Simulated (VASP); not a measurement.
Wanted: the native input for a VASP 6.6.1 run.

```
Task                   : relaxation of cell and atoms
Functional             : PBEsol
Potentials or basis    : VASP PAW PBE potentials, release 64 (W_sv, Sb)
Cutoff                 : 600 eV
k mesh                 : 13 × 13 × 13
Occupations            : fermi-dirac, width 0.05 eV
Spin                   : no spin polarisation
Target pressure        : 52 GPa
Dipole correction      : no
Further INCAR settings : ALGO = Normal; EDIFF = 1e-06; IBRION = 2; EDIFFG = -0.005; NSW = 60; ISIF = 3
```

The structure of SbW (CsCl type) lies in POSCAR:

```
SbW
1.0
    3.1611215547      0.0000000000      0.0000000000
    0.0000000000      3.1611215547      0.0000000000
    0.0000000000      0.0000000000      3.1611215547
W Sb
1 1
Direct
    0.0000000000      0.0000000000      0.0000000000
    0.5000000000      0.5000000000      0.5000000000
```

These files were run (other wordings do the same):

INCAR

```
  PREC = Accurate
  ENCUT = 600
  EDIFF = 1E-6
  ISMEAR = -1
  SIGMA = 0.05
  LREAL = F
  LASPH = T
  NELM = 100
  ALGO = Normal
  ISIF = 3
  LWAVE = F
  LCHARG = F
  GGA = PS
  IBRION = 2
  NSW = 60
  EDIFFG = -0.005
  PSTRESS = 520.0
```

KPOINTS

```
regular mesh
0
Gamma
  13 13 13
```

Potentials or basis: VASP PAW PBE potentials, release 64 (W_sv, Sb).

Command:

```sh
$ cat potpaw_PBE.64/W_sv/POTCAR potpaw_PBE.64/Sb/POTCAR > POTCAR
$ mpirun -np 1 vasp_std > vasp.out
```

Results of the run:

```yaml
Relaxed_volume: 14.97 Å³/atom
Relaxed_cell: a = 3.105 Å, b = 3.105 Å, c = 3.105 Å, α = 90.00°, β = 90.00°, γ = 90.00°
Space_group_after_relaxing_to_0.1_Å: Pm-3m (No. 221)
Energy_change_on_relaxing_the_run_minimises_the_enthalpy: +213.6 meV/atom
Ionic_steps: 5
Pressure_after_relaxing: 52.0 GPa
Band_gap_on_the_k_mesh: zero (an odd number of electrons rules out a gap without spin polarisation)
```

Caveat: the cell is relaxed towards a set pressure, so the run minimises the enthalpy, not the energy; the PAW data sets were made with another functional, which shifts forces and pressure a little; spin-orbit coupling is left out, which moves the levels of the heavy elements.

Run time: 57 s on 1 thread of Intel(R) Xeon(R) 6975P-C (Granite Rapids) (shared host), peak memory 0.2 GiB.
